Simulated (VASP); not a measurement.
# Be3NiS4 in VASP: notebook

The runs below take Be3NiS4 through single point, with PBE.

All numbers are computed with VASP 6.6.1; they aren't measurements. Logs are shortened: lines on timing, memory, paths and dates and some standing lists are left out, and cuts for length are marked.

## (1) The cell of the first run

The typed cell holds 8 atoms: a = 4.961 Å, b = 4.961 Å, c = 4.956 Å, α = 90.00°, β = 90.00°, γ = 90.00°.

## (2) Single point, PBE, collinear spin, ferromagnetic start

File INCAR:

```
SYSTEM = Be3NiS4
PREC     = Accurate       ! precision mode
ENCUT    = 520            ! plane-wave cutoff, eV
EDIFF    = 1E-6           ! SCF threshold, eV
ISMEAR   = 0              ! smearing method
SIGMA    = 0.2            ! smearing width, eV
LREAL    = .False.        ! projectors in reciprocal space
LASPH    = .True.         ! aspherical terms in the spheres
NELM     = 150            ! most SCF steps
ALGO     = Normal         ! electronic algorithm
ISIF     = 2              ! what is computed and relaxed
LWAVE    = .False.        ! write WAVECAR
LCHARG   = .True.         ! write CHGCAR
ISPIN    = 2              ! spin polarisation
MAGMOM   = 0 0 0 1.28 0 0 0 0 ! initial moments
LORBIT   = 11             ! projections on sites
LMAXMIX  = 4              ! l up to which the mixer works
GGA      = PE             ! functional
LELF     = .True.         ! ELF
LVHAR    = .True.       
NBANDS   = 34             ! bands
```

File KPOINTS:

```
Automatic mesh
0
Gamma
  4 4 4
  0 0 0
```

File POSCAR:

```
Be3NiS4
1.0
    4.9605750152     -0.0000489162      0.0001697646
   -0.0000523409      4.9606277348     -0.0001417740
    0.0001762856     -0.0002367304      4.9556312362
Be Ni S
3 1 4
Direct
    0.4999968437      0.4999919402      0.9999381071
    0.4999959179     -0.0000255323      0.4999865757
    0.9999949041      0.5000040817      0.4999923619
   -0.0000140378      0.0000516341      0.0000639679
    0.2594591901      0.2594381638      0.2594007878
    0.2593868787      0.7406078485      0.7406403448
    0.7406019436      0.2593845985      0.7406016514
    0.7405783596      0.7405472654      0.2593762032
```

Potentials or basis: VASP PAW PBE potentials, release 64 (Be, Ni, S).

Launch:

```
> cat potpaw_PBE.64/Be/POTCAR potpaw_PBE.64/Ni/POTCAR potpaw_PBE.64/S/POTCAR > POTCAR
> mpirun -np 1 vasp_std > vasp.out
```

OUTCAR:

```text
SYSTEM = Be3NiS4
   PREC = Accurate
   ENCUT = 520
   EDIFF = 1E-6
   ISMEAR = 0
   LREAL = .False.
   LASPH = .True.
   NELM = 150
   ISIF = 2
   ISPIN = 2
   LORBIT = 11
   GGA = PE

 ion  position               nearest neighbor table
   1  0.500  0.500  1.000-   7 2.12   5 2.12   6 2.12   8 2.12
   2  0.500  1.000  0.500-   8 2.12   7 2.12   6 2.12   5 2.12
   3  1.000  0.500  0.500-   5 2.12   7 2.12   8 2.12   6 2.12
   4  1.000  0.000  0.000-   5 2.23   8 2.23   7 2.23   6 2.23
   5  0.259  0.259  0.259-   1 2.12   3 2.12   2 2.12   4 2.23
   6  0.259  0.741  0.741-   1 2.12   2 2.12   3 2.12   4 2.23
   7  0.741  0.259  0.741-   1 2.12   3 2.12   2 2.12   4 2.23
   8  0.741  0.741  0.259-   1 2.12   2 2.12   3 2.12   4 2.23

  LATTYP: Found a base centered monoclinic cell.
 ALAT       =    12.1422769711
 B/A-ratio  =     0.5777563928
 C/A-ratio  =     0.4081303084
 COS(beta)  =    -0.8162009103

  Lattice vectors:

 A1 = (  -0.0001239447,  -4.9603910044,  -4.9554894622)
 A2 = (   4.9603987296,   0.0001878142,  -4.9554614716)
 A3 = (   0.0001762856,  -0.0002367304,   4.9556312362)

Analysis of symmetry for initial positions (statically):
=====================================================================
 Subroutine PRICEL returns:
 Original cell was already a primitive cell.

 Routine SETGRP: Setting up the symmetry group for a
 base centered monoclinic supercell.

 Subroutine GETGRP returns: Found  1 space group operations
 (whereof  1 operations were pure point group operations)
 out of a pool of  4 trial point group operations.

The static configuration has the point symmetry C_1 .

Analysis of symmetry for dynamics (positions and initial velocities):
=====================================================================
 Subroutine PRICEL returns:
 Original cell was already a primitive cell.

 Routine SETGRP: Setting up the symmetry group for a
 base centered monoclinic supercell.

 Subroutine GETGRP returns: Found  1 space group operations
 (whereof  1 operations were pure point group operations)
 out of a pool of  4 trial point group operations.

The dynamic configuration has the point symmetry C_1 .

Analysis of structural, dynamic, and magnetic symmetry:
=====================================================================
 Subroutine PRICEL returns:
 Original cell was already a primitive cell.

 Routine SETGRP: Setting up the symmetry group for a
 base centered monoclinic supercell.

 Subroutine GETGRP returns: Found  1 space group operations
 (whereof  1 operations were pure point group operations)
 out of a pool of  4 trial point group operations.

The overall configuration has the point symmetry C_1 .

 Subroutine INISYM returns: Found  1 space group operations
 (whereof  1 operations are pure point group operations),
 and found     1 'primitive' translations

----------------------------------------------------------------------------------------

                                     Primitive cell

  volume of cell :     121.9460

  direct lattice vectors                    reciprocal lattice vectors
     4.960575015 -0.000048916  0.000169765     0.201589533  0.000002127 -0.000007171
    -0.000052341  4.960627735 -0.000141774     0.000001988  0.201587391  0.000009630
     0.000176286 -0.000236730  4.955631236    -0.000006906  0.000005767  0.201790641

  length of vectors
     4.960575018  4.960627737  4.955631245     0.201589533  0.201587391  0.201790641

  position of ions in fractional coordinates (direct lattice)
     0.499996844  0.499991940  0.999938107
     0.499995918  0.999974468  0.499986576
     0.999994904  0.500004082  0.499992362
     0.999985962  0.000051634  0.000063968
     0.259459190  0.259438164  0.259400788
     0.259386879  0.740607848  0.740640345
     0.740601944  0.259384598  0.740601651
     0.740578360  0.740547265  0.259376203

  ion indices of the primitive-cell ions
   primitive index   ion index
                 1           1
                 2           2
                 3           3
                 4           4
                 5           5
                 6           6
                 7           7
                 8           8

----------------------------------------------------------------------------------------

 KPOINTS: Automatic mesh

Automatic generation of k-mesh.
 Grid dimensions read from file:
 generate k-points for:    4    4    4

 Generating k-lattice:

  Cartesian coordinates                     Fractional coordinates (reciprocal lattice)
     0.050397383  0.000000532 -0.000001793     0.250000000  0.000000000  0.000000000
     0.000000497  0.050396848  0.000002407     0.000000000  0.250000000  0.000000000
    -0.000001726  0.000001442  0.050447660    -0.000000000  0.000000000  0.250000000

  Length of vectors
     0.050397383  0.050396848  0.050447660

  Shift w.r.t. Gamma in fractional coordinates (k-lattice)
     0.000000000  0.000000000  0.000000000

 Subroutine IBZKPT returns following result:
 ===========================================

 Found     36 irreducible k-points:

 Following reciprocal coordinates:
            Coordinates               Weight
  0.000000  0.000000  0.000000      1.000000
  0.250000  0.000000 -0.000000      2.000000
 -0.000000  0.250000  0.000000      2.000000
  0.500000  0.000000 -0.000000      1.000000
 -0.000000  0.500000  0.000000      1.000000
  0.250000  0.250000  0.000000      2.000000
[... 16 lines left out ...]
  0.250000  0.500000  0.250000      2.000000
  0.500000  0.250000 -0.250000      2.000000
 [... further k-points ...]
   k-points           NKPTS =     36   k-points in BZ     NKDIM =     36   number of bands    NBANDS=     34
   number of dos      NEDOS =    301   number of ions     NIONS =      8
   total plane-waves  NPLWV =  64000
   dimension x,y,z NGX =    40 NGY =   40 NGZ =   40
   dimension x,y,z NGXF=    80 NGYF=   80 NGZF=   80
   ions per type =               3   1   4
   NGX,Y,Z   is equivalent  to a cutoff of  13.41, 13.41, 13.42 a.u.
   NGXF,Y,Z  is equivalent  to a cutoff of  26.81, 26.81, 26.84 a.u.
 SYSTEM =  Be3NiS4
   PREC   = accura    normal or accurate (medium, high low for compatibility)
   ISTART =      0    job   : 0-new  1-cont  2-samecut
   ICHARG =      2    charge: 1-file 2-atom 10-const
   ISPIN  =      2    spin polarized calculation?
   LNONCOLLINEAR =      F non collinear calculations
   LSORBIT =      F    spin-orbit coupling
   LASPH  =      T    aspherical Exc in radial PAW
   ENCUT  =  520.0 eV  38.22 Ry    6.18 a.u.   9.22  9.22  9.21*2*pi/ulx,y,z
   NELM   =    150;   NELMIN=  2; NELMDL= -5     # of ELM steps
   EDIFF  = 0.1E-05   stopping-criterion for ELM
   LREAL  =      F    real-space projection
   EDIFFG = 0.1E-04   stopping-criterion for IOM
   NSW    =      0    number of steps for IOM
   IBRION =     -1    ionic relax: 0-MD 1-quasi-New 2-CG
   NFREE  =      0    steps in history (QN), initial steepest desc. (CG)
   ISIF   =      2    stress and relaxation
   ISYM   =      2    0-nonsym 1-usesym 2-fastsym
   POTIM  = 0.5000    time-step for ionic-motion
   TEBEG  =    0.0;   TEEND  =   0.0 temperature during run
   PSTRESS=    0.0 pullay stress
   NELECT =      40.0000    total number of electrons
   NUPDOWN=      -1.0000    fix difference up-down
   EMIN   =  10.00;   EMAX   =-10.00  energy-range for DOS
   EFERMI =   0.00;   METHOD = LEGACY
   ISMEAR =     0;   SIGMA  =   0.20  broadening in eV -4-tet -1-fermi 0-gaus
   EFERMI_NEDOS =   21; number of points for ismear=-14 and -15
   IALGO  =     38    algorithm
   IMIX   =      4    mixing-type and parameters
     AMIX     =   0.40;   BMIX     =  1.00
     AMIX_MAG =   1.60;   BMIX_MAG =  1.00
  volume/ion in A,a.u.               =      15.24       102.87
  Fermi-wavevector in a.u.,A,eV,Ry     =   1.129030  2.133558 17.343476  1.274710
  Thomas-Fermi vector in A             =   2.265722
   LORBIT       =     11    0 simple, 1 ext, 2 COOP (PROOUT), +10 PAW based schemes
   GGA     = PE    functional components
   LHFCALC =     F    Hartree Fock is set to
   AEXX    =    0.0000 exact exchange contribution
   IVDW    =     0    specifies the selected vdW correction
   LEPSILON=     F    determine dielectric tensor
   LRPA    =     F    only Hartree local field effects (RPA)
 spin polarized calculation
 Gauss-broadening in eV      SIGMA  =   0.20
  energy-cutoff  :      520.00
  volume of cell :      121.95
 maximum number of plane-waves:      3328
 NGX is ok and might be reduce to    40
   NGX = 19   NGY = 19   NGZ = 19

 number of electron      39.9999988 magnetization       1.9314201

 Free energy of the ion-electron system (eV)
  ---------------------------------------------------
  ext. energy  EPLUGINS =         0.00000000
  ---------------------------------------------------
  free energy    TOTEN  =       -39.46488757 eV

  energy without entropy =      -39.40374736  energy(sigma->0) =      -39.43431747

 E-fermi :   4.9450     XC(G=0):  -9.8308

 val. band max:        4.9378981654   @ k =   0.5000   0.0000  -0.0000
 cond. band min:       5.0393509651   @ k =   0.2500   0.5000   0.0000
 fundamental gap:      0.1014527997
 Fermi energy:         4.9450084606

 spin component 1

 k-point     1 :       0.0000    0.0000    0.0000
  band No.  band energies     occupation
      1      -9.4606      1.00000
      2      -7.5579      1.00000
      3      -7.5579      1.00000
      4      -7.5541      1.00000
      5      -1.0121      1.00000
      6      -1.0082      1.00000
[... 24 lines left out ...]
     31      10.3807      0.00000
     32      16.4268      0.00000
[... 774 lines left out ...]
      2      -8.2858      1.00000
      3      -7.7926      1.00000
      4      -7.7920      1.00000
      5      -0.9917      1.00000
      6      -0.9216      1.00000
[... 24 lines left out ...]
     31      12.3227      0.00000
     32      12.5443      0.00000

 [... further k-points ...]

 spin component 2

 k-point     1 :       0.0000    0.0000    0.0000
  band No.  band energies     occupation
      1      -9.3124      1.00000
      2      -7.3924      1.00000
      3      -7.3924      1.00000
      4      -7.3886      1.00000
      5      -0.9157      1.00000
      6      -0.9117      1.00000
[... 24 lines left out ...]
     31      10.4940      0.00000
     32      16.4832      0.00000
[... 774 lines left out ...]
      2      -8.1305      1.00000
      3      -7.6315      1.00000
      4      -7.6270      1.00000
      5      -0.8985      1.00000
      6      -0.7834      1.00000
[... 24 lines left out ...]
     31      12.4401      0.00000
     32      12.6467      0.00000

 [... further k-points ...]

 [bands above 32 left out]

------------------------ aborting loop because EDIFF is reached ----------------------------------------

  FORCE on cell =-STRESS in cart. coord.  units (eV):
  Direction    XX          YY          ZZ          XY          YZ          ZX
  --------------------------------------------------------------------------------------
  -------------------------------------------------------------------------------------
  Total       -0.0242484     -0.0247883      0.0222414      0.0019873      0.0028891     -0.0017399
  in kB       -0.3185852     -0.3256783      0.2922168      0.0261098      0.0379587     -0.0228599
  external PRESSURE =      -0.1173489 kB  Pullay stress =       0.0000000 kB

 VOLUME and BASIS-vectors are now :
 -----------------------------------------------------------------------------
  energy-cutoff  :      520.00
  volume of cell :      121.95
      direct lattice vectors                 reciprocal lattice vectors
     4.960575015 -0.000048916  0.000169765     0.201589533  0.000002127 -0.000007171
    -0.000052341  4.960627735 -0.000141774     0.000001988  0.201587391  0.000009630
     0.000176286 -0.000236730  4.955631236    -0.000006906  0.000005767  0.201790641

 POSITION                                       TOTAL-FORCE (eV/Angst)
 -----------------------------------------------------------------------------------
      2.48042      2.48001      4.95534         0.000125      0.000210      0.000904
      2.48030      4.96036      2.47769         0.000079      0.000333      0.000375
      4.96061      2.48017      2.47788         0.000121     -0.000006      0.000394
      4.96051      0.00021      0.00049        -0.000045     -0.000634     -0.000502
      1.28710      1.28690      1.28550         0.003487      0.003297      0.003729
      1.28680      3.67369      3.67028         0.003898     -0.004057     -0.004333
      3.67393      1.28650      3.67024        -0.004114      0.004246     -0.004302
      3.67370      3.67348      1.28539        -0.003551     -0.003389      0.003735
 -----------------------------------------------------------------------------------
    total drift:                               -0.000003      0.000006      0.000004

  FREE ENERGIE OF THE ION-ELECTRON SYSTEM (eV)
  ---------------------------------------------------
  free  energy   TOTEN  =       -39.4648875664 eV

  energy  without entropy=      -39.4037473639  energy(sigma->0) =      -39.43431747

 total charge

# of ion       s       p       d       tot
------------------------------------------
    1        0.381   0.619   0.000   1.000
    2        0.380   0.619   0.000   0.999
    3        0.380   0.619   0.000   0.999
    4        0.454   0.503   8.298   9.256
    5        1.312   2.474   0.000   3.786
    6        1.312   2.474   0.000   3.786
    7        1.312   2.474   0.000   3.786
    8        1.312   2.474   0.000   3.786
--------------------------------------------------
tot          6.844  12.256   8.298  27.398

 magnetization (x)

# of ion       s       p       d       tot
------------------------------------------
    1        0.000   0.003   0.000   0.003
    2        0.000   0.003   0.000   0.003
    3        0.000   0.003   0.000   0.003
    4        0.004   0.068   1.103   1.175
    5        0.005   0.105   0.000   0.110
    6        0.005   0.105   0.000   0.110
    7        0.005   0.105   0.000   0.110
    8        0.005   0.105   0.000   0.110
--------------------------------------------------
tot          0.024   0.496   1.103   1.623
```

It took 4.1 min on 1 thread of Intel Xeon Platinum 8375C at 2.90GHz (Ice Lake), shared host; peak memory 0.42 GiB.

Results:

```yaml
Free_energy: -39.4649 eV
Pressure: 0.0 GPa
Largest_force: 0.007 eV/Å
Net_moment: 1.93 μB per cell
Site_moments: Be +0.00; Ni +1.18; S +0.11 μB
Valence_electrons_inside_the_program's_atomic_spheres: Be 1.00; Ni 9.26; S 3.79
```

Forces in eV/Å, atoms in the order of the input:
```
Be   0.000  0.000  0.001
Be   0.000  0.000  0.000
Be   0.000  0.000  0.000
Ni   0.000 -0.001 -0.001
S    0.003  0.003  0.004
S    0.004 -0.004 -0.004
S   -0.004  0.004 -0.004
S   -0.004 -0.003  0.004
```

Caveat: a cell with one magnetic atom can't hold antiferromagnetic order, which such compounds often take. With open d or f shells a metallic result of PBE can be an artefact of self-interaction; +U or a hybrid may open a gap.

## (3) Single point, PBE, collinear spin, ferromagnetic start

File INCAR:

```
ALGO = Normal ; EDIFF = 1E-6
ENCUT = 520 ; GGA = PE
ISIF = 2 ; ISMEAR = 0
ISPIN = 2 ; LASPH = True
LCHARG = False ; LMAXMIX = 4
LORBIT = 11 ; LREAL = False
LWAVE = False ; MAGMOM = 0 0 0 2 0 0 0 0
NBANDS = 34 ; NELM = 150
PREC = Accurate ; SIGMA = 0.15
```

File KPOINTS:

```
k-points
0
Gamma
  2 2 2
```

File POSCAR:

```
Be3NiS4
1.0
    4.9596832533      0.0000000000      0.0000000000
    0.0000000000      4.9596832533      0.0000000000
    0.0000000000      0.0000000000      4.9596832533
Be Ni S
3 1 4
Direct
    0.5000000000      0.5000000000      0.0000000000
    0.5000000000      0.0000000000      0.5000000000
    0.0000000000      0.5000000000      0.5000000000
    0.0000000000      0.0000000000      0.0000000000
    0.2594141570      0.2594141570      0.2594141570
    0.2594141570      0.7405858430      0.7405858430
    0.7405858430      0.2594141570      0.7405858430
    0.7405858430      0.7405858430      0.2594141570
```

Potentials or basis: VASP PAW PBE potentials, release 64 (Be, Ni, S).

Launch:

```
> cat potpaw_PBE.64/Be/POTCAR potpaw_PBE.64/Ni/POTCAR potpaw_PBE.64/S/POTCAR > POTCAR
> mpirun -np 1 vasp_std > vasp.out
```

It took 32 s on 1 thread of AMD EPYC 9R45 (Zen 5), shared host; peak memory 0.25 GiB.

It converged, with:

```
Free energy                                           : -39.3757 eV
Pressure                                              : 0.0 GPa
Largest force                                         : 0.006 eV/Å
Net moment                                            : 1.77 μB per cell
Site moments                                          : Be +0.00; Ni +1.09; S +0.10 μB
Valence electrons inside the program's atomic spheres : Be 1.00; Ni 9.27; S 3.79
```

Forces in eV/Å, atoms in the order of the input:
```
Be   0.000  0.000  0.000
Be   0.000  0.000  0.000
Be   0.000  0.000  0.000
Ni   0.000  0.000  0.000
S   -0.004 -0.004 -0.004
S   -0.004  0.004  0.004
S    0.004 -0.004  0.004
S    0.004  0.004 -0.004
```

Levels at points of the mesh, in eV from the Fermi level:
Spin up:
| k point | band 17 | band 18 | band 19 | band 20 | band 21 | band 22 | band 23 | band 24 | band 25 | band 26 |
| --- | --- | --- | --- | --- | --- | --- | --- | --- | --- | --- |
| (0.00, 0.00, 0.00) | -1.84 | -1.84 | -0.06 | -0.06 | -0.06 | 2.76 | 2.76 | 2.76 | 4.03 | 4.45 |
| (0.50, 0.00, 0.00) | -1.75 | -1.54 | -1.24 | -0.92 | -0.92 | 3.44 | 4.27 | 5.43 | 5.60 | 5.60 |
| (0.50, 0.50, 0.00) | -1.74 | -1.64 | -1.03 | -0.55 | -0.55 | 4.75 | 4.75 | 5.48 | 5.71 | 6.59 |
| (0.50, 0.50, 0.50) | -1.36 | -1.36 | -0.24 | -0.24 | -0.24 | 4.31 | 4.31 | 4.31 | 4.84 | 5.44 |
Spin down:
| k point | band 15 | band 16 | band 17 | band 18 | band 19 | band 20 | band 21 | band 22 |
| --- | --- | --- | --- | --- | --- | --- | --- | --- |
| (0.00, 0.00, 0.00) | -2.16 | -2.16 | -1.27 | -1.27 | 0.56 | 0.56 | 0.56 | 3.00 |
| (0.50, 0.00, 0.00) | -2.21 | -2.21 | -1.19 | -0.98 | -0.14 | -0.01 | -0.01 | 3.49 |
| (0.50, 0.50, 0.00) | -2.52 | -2.30 | -1.10 | -0.63 | -0.56 | 0.32 | 0.32 | 4.81 |
| (0.50, 0.50, 0.50) | -1.99 | -1.99 | -0.94 | -0.94 | 0.60 | 0.60 | 0.60 | 4.40 |

Caveat: the k points lie up to 0.63 Å⁻¹ apart; a cell with one magnetic atom can't hold antiferromagnetic order, which such compounds often take.

(Continued in part 2 of 2.)
